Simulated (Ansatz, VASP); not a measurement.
## In2O3: VASP beside Ansatz

```
In O
1.0
     2.75382    1.58992    4.90288
    -2.75382    1.58992    4.90288
     0.00000   -3.17984    4.90288
In O
4 6
Cartesian
  0.0000 0.0000 12.5976
  0.0000 0.0000 5.2433
  0.0000 0.0000 2.1110
  0.0000 0.0000 9.4654
  1.1189 -1.5899 6.1286
  -1.9363 -0.1740 6.1286
  -1.1189 1.5899 8.5800
  -0.8175 -1.7639 8.5800
  1.9363 0.1740 8.5800
  0.8175 1.7639 6.1286
```

Change from the starting cell: uniaxial_z strain +1.0%.

Alike in both runs: task single point; functional PBE; k mesh 6 × 6 × 6; occupations fermi-dirac, width 0.02 eV; no spin polarisation.

|  | VASP | Ansatz |
| --- | --- | --- |
| version | VASP 6.6.1 | Ansatz 0.2.0 |
| potentials or method | VASP PAW PBE potentials, release 64 (In_d, O) | plane waves, PAW |
| plane-wave cutoff (eV) | 520 | 420 |
| valence electrons in the cell | 88 | 88 |

Ansatz gave:

* gap on the k mesh at the Fermi level (eV): 1.17
* pressure (GPa): 4.8
* traceless stress, the component that is largest in VASP (GPa): -1.06
* rms of the force components (eV/Å): 0.037

Problem. Estimate VASP's values.

Solution. gap on the k mesh at the Fermi level (eV): 1.16; pressure (GPa): 5.3; traceless stress, the component that is largest in VASP (GPa): -1.16; rms of the force components (eV/Å): 0.033.

Atom by atom the forces differ by 0.006 eV/Å (rms over components). With one functional, cell and mesh, what is left measures potentials, basis and numerics.
